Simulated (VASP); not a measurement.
Input of a VASP 6.6.1 run:

Contents of POSCAR:

```
SrO
1.0
    0.0000000000      2.5698000000      2.5698000000
    2.5698000000      0.0000000000      2.5698000000
    2.5698000000      2.5698000000      0.0000000000
Sr O
1 1
Direct
    0.0000000000      0.0000000000      0.0000000000
    0.5000000000      0.5000000000      0.5000000000
```

The input INCAR.step1:

```
ALGO = Normal
EDIFF = 1E-5
ENCUT = 660
GGA = PE
GGA_COMPAT = False
ISMEAR = -1
LASPH = True
LCHARG = False
LREAL = False
LWAVE = True
NBANDS = 15
NELM = 120
PREC = Accurate
SIGMA = 0.03
```

File INCAR.step2:

```
ALGO = Normal
EDIFF = 1E-6
ENCUT = 660
GGA_COMPAT = False
ISIF = 2
ISMEAR = -1
ISTART = 1
LASPH = True
LCHARG = True
LELF = True
LMIXTAU = True
LREAL = False
LVHAR = True
LWAVE = False
METAGGA = R2SCAN
NBANDS = 15
NELM = 120
PREC = Accurate
SIGMA = 0.03
```

Contents of KPOINTS:

```
k-points
0
Gamma
  8 8 8
```

Potentials or basis: VASP PAW PBE potentials, release 64 (Sr_sv, O).

The run is started by

```sh
$ cat potpaw_PBE.64/Sr_sv/POTCAR potpaw_PBE.64/O/POTCAR > POTCAR
$ cp INCAR.step1 INCAR
$ mpirun -np 1 vasp_std > vasp.out
$ cp INCAR.step2 INCAR
$ mpirun -np 1 vasp_std > vasp.out
```

**Question.** Estimate the pressure.

**Answer.** 1.6 GPa.

**Question.** Predict the band gap on the k mesh.

**Answer.** 3.74 eV, indirect (least direct gap 3.83 eV).

Caveat: the PAW data sets were made with another functional, which shifts forces and pressure a little. r2SCAN opens gaps a little over a GGA but as a rule still falls short of measured ones.
